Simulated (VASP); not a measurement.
Write the native input for VASP 6.6.1 that does the following.

| Quantity | Value |
| --- | --- |
| Task | single point |
| Functional | PBE |
| Potentials or basis | VASP PAW PBE potentials, release 64 (Ba_sv, Al, B_h) |
| Cutoff | 1230 eV |
| k mesh | 6 × 6 × 4 |
| Occupations | gaussian, width 0.1 eV |
| Spin | no spin polarisation |
| Dipole correction | no |
| Further INCAR settings | ALGO = Normal; EDIFF = 1e-06; NBANDS = 23 |

The structure of BaAl2B4 lies in POSCAR:

```
BaAl2B4
1.0
    1.9196010100     -6.4810170400      0.0000000000
    1.9196010100      6.4810170400      0.0000000000
    0.0000000000      0.0000000000      3.7982354900
Ba Al B
1 2 4
Direct
    0.0000000000      0.0000000000      0.0000000000
    0.5892710100      0.4107289900      0.5000000000
    0.4107289900      0.5892710100      0.5000000000
    0.8103389900      0.1896610100      0.5000000000
    0.1896610100      0.8103389900      0.5000000000
    0.6961080000      0.3038920000      0.0000000000
    0.3038920000      0.6961080000      0.0000000000
```

The cell was generated, and may not be a known phase.

The input as run:

INCAR

```
ALGO = Normal
EDIFF = 1E-6
ENCUT = 1230
GGA = PE
GGA_COMPAT = False
ISIF = 2
ISMEAR = 0
LASPH = True
LCHARG = False
LREAL = False
LWAVE = False
NBANDS = 23
NELM = 120
PREC = Accurate
SIGMA = 0.1
```

KPOINTS

```
k-points
0
Gamma
  6 6 4
```

Potentials or basis: VASP PAW PBE potentials, release 64 (Ba_sv, Al, B_h).

The run is started by

```sh
$ cat potpaw_PBE.64/Ba_sv/POTCAR potpaw_PBE.64/Al/POTCAR potpaw_PBE.64/B_h/POTCAR > POTCAR
$ mpirun -np 1 vasp_std > vasp.out
```

It gave:

* Pressure: 3.3 GPa
* Largest force: 5.223 eV/Å
* Band gap on the k mesh: zero (bands 14 and 15 overlap by 2.08 eV)

Caveat: the k points lie up to 0.41 Å⁻¹ apart, too coarse for converged energies and pressures of a metal; spin-orbit coupling is left out, which moves the levels of the heavy elements; forces of over 1 eV/Å act on the atoms, so gaps and moduli don't describe the material at rest.

It took 4.1 min on 1 thread of Intel(R) Xeon(R) 6975P-C (Granite Rapids), with other jobs on the host, peak memory 0.82 GiB.
